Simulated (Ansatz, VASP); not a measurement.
**One calculation of Mg2SnO3, two programs**

```
CELL_PARAMETERS angstrom
1.56182 0.90172 8.39488
-1.56182 0.90172 8.39488
0.00000 -1.80344 8.39488
ATOMIC_POSITIONS crystal
Mg 0.38151 0.38151 0.38151
Mg 0.61849 0.61849 0.61849
Sn 0.50000 0.50000 0.50000
O 0.00000 0.00000 0.00000
O 0.76183 0.76183 0.76183
O 0.23817 0.23817 0.23817
```

Alike in both runs: functional PBE; k mesh 6 × 6 × 6; occupations gaussian, width 0.1 eV; no spin polarisation.

Ansatz relaxed the structure, and its values are those at the end. VASP's run is a single point on that final structure, the one shown.

|  | VASP | Ansatz |
| --- | --- | --- |
| version | VASP 6.6.1 | Ansatz 0.2.0 |
| potentials or method | VASP PAW PBE potentials, release 64 (Mg, Sn_d, O), cutoff 520 eV | scalar-relativistic, plane waves, PAW |
| valence electrons in the cell | 36 | 52 |

|  | VASP | Ansatz | Ansatz less VASP |
| --- | --- | --- | --- |
| gap on the k mesh at the Fermi level (eV) | 0.61 | 0.62 | +0.007 |
| least direct gap on the mesh (eV) | 0.73 | 0.73 | +0.005 |
| pressure (GPa) | -0.5 | -0.1 | +0.41 |
| rms of the force components (eV/Å) | 0.017 | 0.006 | -0.0112 |

With one functional, cell and mesh, what is left measures potentials, basis and numerics. VASP's potentials hold 36 valence electrons a cell and Ansatz's 52, so a difference there can come from the potentials and not from the codes.
